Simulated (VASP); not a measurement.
# Si6HC in VASP: further runs

Runs on Si6HC. Level: PBEsol. Tasks: single point.

Program: VASP 6.6.1. These are calculated values, not measurements. Logs are shortened: lines on timing, memory, paths and dates and some standing lists are left out, and cuts for length are marked.

### 1 The cell of the first run

The cell holds a slab with vacuum, 8 atoms: a = 3.825 Å, b = 3.825 Å, c = 27.221 Å, α = 90.00°, β = 90.00°, γ = 120.00°.

### 2 Single point, PBEsol, collinear spin

File INCAR:

```
SYSTEM = Si6HC
  ALGO = Normal
  DIPOL = 0.5 0.5 0.497
  EDIFF = 1E-6
  ENCUT = 520
  GGA = PS
  IDIPOL = 3
  ISIF = 2
  ISMEAR = 0
  ISPIN = 2
  LASPH = .True.
  LCHARG = .False.
  LDIPOL = .True.
  LORBIT = 11
  LREAL = .False.
  LWAVE = .False.
  MAGMOM = 0 0 0 0 0 0 1 0
  NBANDS = 28
  NELM = 150
  PREC = Accurate
  SIGMA = 0.05
```

File KPOINTS:

```
k-points
0
Gamma
  9 9 1
  0 0 0
```

File POSCAR:

```
Si6HC
1.0
    3.8248883530      0.0000000000      0.0000000000
   -1.9124441765      3.3124504803      0.0000000000
    0.0000000000      0.0000000000     27.2211317404
Si C H
6 1 1
Direct
    0.6666666667      0.3333333333      0.3122574066
    0.3333333333      0.6666666667      0.3415299164
    0.3333333333      0.6666666667      0.4284226886
    0.6666666667      0.3333333333      0.4576762114
    0.6666666667      0.3333333333      0.5443513118
    0.3333333333      0.6666666667      0.5750159996
    0.3333333333      0.6666666667      0.6394182585
    0.3333333333      0.6666666667      0.6793002444
```

Potentials or basis: VASP PAW PBE potentials, release 64 (Si, C, H).

Started as:

```
> cat potpaw_PBE.64/Si/POTCAR potpaw_PBE.64/C/POTCAR potpaw_PBE.64/H/POTCAR > POTCAR
> mpirun -np 1 vasp_std > vasp.out
```

OUTCAR:

```text
SYSTEM = Si6HC
   EDIFF = 1E-6
   ENCUT = 520
   GGA = PS
   ISIF = 2
   ISMEAR = 0
   ISPIN = 2
   LASPH = .True.
   LORBIT = 11
   LREAL = .False.
   NELM = 150
   PREC = Accurate

 ion  position               nearest neighbor table
   1  0.667  0.333  0.312-   2 2.35   2 2.35   2 2.35
   2  0.333  0.667  0.342-   1 2.35   1 2.35   1 2.35   3 2.37
   3  0.333  0.667  0.428-   4 2.35   4 2.35   4 2.35   2 2.37
   4  0.667  0.333  0.458-   3 2.35   3 2.35   3 2.35   5 2.36
   5  0.667  0.333  0.544-   4 2.36   6 2.36   6 2.36   6 2.36
   6  0.333  0.667  0.575-   7 1.75   5 2.36   5 2.36   5 2.36
   7  0.333  0.667  0.639-   8 1.09   6 1.75
   8  0.333  0.667  0.679-   7 1.09

  LATTYP: Found a hexagonal cell.
 ALAT       =     3.8248883530
 C/A-ratio  =     7.1168434809

  Lattice vectors:

 A1 = (   3.8248883530,   0.0000000000,   0.0000000000)
 A2 = (  -1.9124441765,   3.3124504803,   0.0000000000)
 A3 = (   0.0000000000,   0.0000000000,  27.2211317404)

Analysis of symmetry for initial positions (statically):
=====================================================================
 Subroutine PRICEL returns:
 Original cell was already a primitive cell.

 Routine SETGRP: Setting up the symmetry group for a
 hexagonal supercell.

 Subroutine GETGRP returns: Found  6 space group operations
 (whereof  6 operations were pure point group operations)
 out of a pool of 24 trial point group operations.

The static configuration has the point symmetry C_3v.

Analysis of symmetry for dynamics (positions and initial velocities):
=====================================================================
 Subroutine PRICEL returns:
 Original cell was already a primitive cell.

 Routine SETGRP: Setting up the symmetry group for a
 hexagonal supercell.

 Subroutine GETGRP returns: Found  6 space group operations
 (whereof  6 operations were pure point group operations)
 out of a pool of 24 trial point group operations.

The dynamic configuration has the point symmetry C_3v.

Analysis of structural, dynamic, and magnetic symmetry:
=====================================================================
 Subroutine PRICEL returns:
 Original cell was already a primitive cell.

 Routine SETGRP: Setting up the symmetry group for a
 hexagonal supercell.

 Subroutine GETGRP returns: Found  6 space group operations
 (whereof  6 operations were pure point group operations)
 out of a pool of 24 trial point group operations.

The overall configuration has the point symmetry C_3v.

 Subroutine INISYM returns: Found  6 space group operations
 (whereof  6 operations are pure point group operations),
 and found     1 'primitive' translations

----------------------------------------------------------------------------------------

                                     Primitive cell

  volume of cell :     344.8850

  direct lattice vectors                    reciprocal lattice vectors
     3.824888353  0.000000000  0.000000000     0.261445540  0.150945653  0.000000000
    -1.912444176  3.312450480  0.000000000     0.000000000  0.301891306  0.000000000
     0.000000000  0.000000000 27.221131740     0.000000000  0.000000000  0.036736165

  length of vectors
     3.824888353  3.824888353 27.221131740     0.301891306  0.301891306  0.036736165

  position of ions in fractional coordinates (direct lattice)
     0.666666667  0.333333333  0.312257407
     0.333333333  0.666666667  0.341529916
     0.333333333  0.666666667  0.428422689
     0.666666667  0.333333333  0.457676211
     0.666666667  0.333333333  0.544351312
     0.333333333  0.666666667  0.575016000
     0.333333333  0.666666667  0.639418259
     0.333333333  0.666666667  0.679300244

[... 53 lines left out ...]
   total plane-waves  NPLWV = 164640
   dimension x,y,z NGX =    28 NGY =   28 NGZ =  210
   dimension x,y,z NGXF=    56 NGYF=   56 NGZF=  420
   ions per type =               6   1   1
   NGX,Y,Z   is equivalent  to a cutoff of  12.17, 12.17, 12.83 a.u.
   NGXF,Y,Z  is equivalent  to a cutoff of  24.34, 24.34, 25.65 a.u.
 SYSTEM =  Si6HC
   PREC   = accura    normal or accurate (medium, high low for compatibility)
   ISTART =      0    job   : 0-new  1-cont  2-samecut
   ICHARG =      2    charge: 1-file 2-atom 10-const
   ISPIN  =      2    spin polarized calculation?
   LNONCOLLINEAR =      F non collinear calculations
   LSORBIT =      F    spin-orbit coupling
   LASPH  =      T    aspherical Exc in radial PAW
   ENCUT  =  520.0 eV  38.22 Ry    6.18 a.u.   7.11  7.11 50.61*2*pi/ulx,y,z
   NELM   =    150;   NELMIN=  2; NELMDL= -5     # of ELM steps
   EDIFF  = 0.1E-05   stopping-criterion for ELM
   LREAL  =      F    real-space projection
   EDIFFG = 0.1E-04   stopping-criterion for IOM
   NSW    =      0    number of steps for IOM
   IBRION =     -1    ionic relax: 0-MD 1-quasi-New 2-CG
   NFREE  =      0    steps in history (QN), initial steepest desc. (CG)
   ISIF   =      2    stress and relaxation
   ISYM   =      2    0-nonsym 1-usesym 2-fastsym
   POTIM  = 0.5000    time-step for ionic-motion
   TEBEG  =    0.0;   TEEND  =   0.0 temperature during run
   PSTRESS=    0.0 pullay stress
   NELECT =      29.0000    total number of electrons
   NUPDOWN=      -1.0000    fix difference up-down
   EMIN   =  10.00;   EMAX   =-10.00  energy-range for DOS
   EFERMI =   0.00;   METHOD = LEGACY
   ISMEAR =     0;   SIGMA  =   0.05  broadening in eV -4-tet -1-fermi 0-gaus
   EFERMI_NEDOS =   21; number of points for ismear=-14 and -15
   IALGO  =     38    algorithm
   IMIX   =      4    mixing-type and parameters
     AMIX     =   0.40;   BMIX     =  1.00
     AMIX_MAG =   1.60;   BMIX_MAG =  1.00
  volume/ion in A,a.u.               =      43.11       290.92
  Fermi-wavevector in a.u.,A,eV,Ry     =   0.717215  1.355340  6.998802  0.514397
  Thomas-Fermi vector in A             =   1.805837
   LORBIT       =     11    0 simple, 1 ext, 2 COOP (PROOUT), +10 PAW based schemes
   GGA     = PS    functional components
   LHFCALC =     F    Hartree Fock is set to
   AEXX    =    0.0000 exact exchange contribution
   IVDW    =     0    specifies the selected vdW correction
   LEPSILON=     F    determine dielectric tensor
   LRPA    =     F    only Hartree local field effects (RPA)
 spin polarized calculation
 Gauss-broadening in eV      SIGMA  =   0.05
  energy-cutoff  :      520.00
  volume of cell :      344.89
 maximum number of plane-waves:      9351
   NGX = 15   NGY = 15   NGZ =101

 dipolmoment           0.000000      0.000000      0.002914 electrons x Angstroem

 number of electron      29.0000000 magnetization       0.0069177

 number of electron      29.0000000 magnetization      -0.2000811

 dipolmoment           0.000000      0.000000     -0.036163 electrons x Angstroem

 Free energy of the ion-electron system (eV)
  ---------------------------------------------------
  ext. energy  EPLUGINS =         0.00000000
  ---------------------------------------------------
  free energy    TOTEN  =       -42.07615386 eV

  energy without entropy =      -42.07375226  energy(sigma->0) =      -42.07495306

 E-fermi :  -0.6943     XC(G=0):  -4.3096

 val. band max:       -0.7234779761   @ k =   0.2222   0.2222   0.0000
 cond. band min:      -0.6634995625   @ k =   0.4444  -0.0000   0.0000
 fundamental gap:      0.0599784137
 Fermi energy:        -0.6943079943

 spin component 1

 k-point     1 :       0.0000    0.0000    0.0000
  band No.  band energies     occupation
      1     -13.0203      1.00000
      2     -12.2092      1.00000
      3     -11.2198      1.00000
      4     -10.4477      1.00000
      5      -7.3688      1.00000
      6      -5.7741      1.00000
[... 337 lines left out ...]
     25       5.5998      0.00000
     26       5.9289      0.00000
 Fermi energy:        -0.6943079943

 spin component 2

 k-point     1 :       0.0000    0.0000    0.0000
  band No.  band energies     occupation
      1     -12.7870      1.00000
      2     -12.2097      1.00000
      3     -11.2352      1.00000
      4     -10.3273      1.00000
      5      -7.3176      1.00000
      6      -5.8936      1.00000
[... 337 lines left out ...]
     25       5.5609      0.00000
     26       5.8743      0.00000
 [bands above 26 left out]

------------------------ aborting loop because EDIFF is reached ----------------------------------------

 vacuum level on the upper side and lower side of the slab       (xc-potential included)        -0.354         0.169

  FORCE on cell =-STRESS in cart. coord.  units (eV):
  Direction    XX          YY          ZZ          XY          YZ          ZX
  --------------------------------------------------------------------------------------
  -------------------------------------------------------------------------------------
  Total       -1.0100047     -1.0100047     -0.2367706      0.0000000      0.0000000      0.0000000
  in kB       -4.6920179     -4.6920179     -1.0999276      0.0000000      0.0000000      0.0000000
  external PRESSURE =      -3.4946544 kB  Pullay stress =       0.0000000 kB

 VOLUME and BASIS-vectors are now :
 -----------------------------------------------------------------------------
  energy-cutoff  :      520.00
  volume of cell :      344.89
      direct lattice vectors                 reciprocal lattice vectors
     3.824888353  0.000000000  0.000000000     0.261445540  0.150945653  0.000000000
    -1.912444176  3.312450480  0.000000000     0.000000000  0.301891306  0.000000000
     0.000000000  0.000000000 27.221131740     0.000000000  0.000000000  0.036736165

 POSITION                                       TOTAL-FORCE (eV/Angst)
 -----------------------------------------------------------------------------------
      1.91244      1.10415      8.50000        -0.000000     -0.000000      0.445171
     -0.00000      2.20830      9.29683        -0.000000      0.000000     -0.649322
     -0.00000      2.20830     11.66215         0.000000      0.000000      0.140557
      1.91244      1.10415     12.45846         0.000000     -0.000000     -0.037347
      1.91244      1.10415     14.81786        -0.000000      0.000000     -0.227063
     -0.00000      2.20830     15.65259        -0.000000      0.000000      0.859680
     -0.00000      2.20830     17.40569        -0.000000      0.000000     -0.559776
     -0.00000      2.20830     18.49132         0.000000      0.000000      0.028099
 -----------------------------------------------------------------------------------
    total drift:                                0.000000     -0.000000     -0.000094

  FREE ENERGIE OF THE ION-ELECTRON SYSTEM (eV)
  ---------------------------------------------------
  free  energy   TOTEN  =       -42.0761538647 eV

  energy  without entropy=      -42.0737522606  energy(sigma->0) =      -42.07495306

 vacuum level on the upper side and lower side of the slab         3.492         4.021

 total charge

# of ion       s       p       d       tot
------------------------------------------
    1        0.793   0.852   0.000   1.646
    2        0.757   0.923   0.000   1.680
    3        0.763   0.919   0.000   1.682
    4        0.757   0.936   0.000   1.693
    5        0.782   0.896   0.000   1.679
    6        0.731   0.973   0.000   1.704
    7        0.891   1.444   0.000   2.335
    8        0.608   0.052   0.000   0.660
--------------------------------------------------
tot          6.083   6.995   0.000  13.077

 magnetization (x)

# of ion       s       p       d       tot
------------------------------------------
    1       -0.036  -0.170   0.000  -0.206
    2       -0.003  -0.013   0.000  -0.016
    3       -0.010  -0.037   0.000  -0.047
    4       -0.003  -0.008   0.000  -0.011
    5        0.007  -0.001   0.000   0.006
    6       -0.005  -0.020   0.000  -0.025
    7        0.016   0.307   0.000   0.323
    8       -0.010   0.005   0.000  -0.005
--------------------------------------------------
tot         -0.044   0.063   0.000   0.019
```

Run time: 11 min. Hardware: 1 thread of Intel Xeon Platinum 8488C (Sapphire Rapids), shared host; peak memory 0.65 GiB.

Results:

| Quantity | Value |
| --- | --- |
| Free energy | -42.0762 eV |
| Largest force | 0.860 eV/Å |
| Net moment | -0.20 μB per cell |
| Site moments | Si -0.21, -0.02, -0.05, -0.01, +0.01, -0.03; C +0.32; H -0.01 μB |
| Valence electrons inside the program's atomic spheres | Si 1.65, 1.68, 1.69, 1.70 (each value once); C 2.33; H 0.66 |

Forces on the atoms (eV/Å):
```
Si   0.000  0.000  0.445
Si   0.000  0.000 -0.649
Si   0.000  0.000  0.141
Si   0.000  0.000 -0.037
Si   0.000  0.000 -0.227
Si   0.000  0.000  0.860
C    0.000  0.000 -0.560
H    0.000  0.000  0.028
```

Caveat: the PAW data sets were made with another functional, which shifts forces and pressure a little.

[end of part 1 of 2]
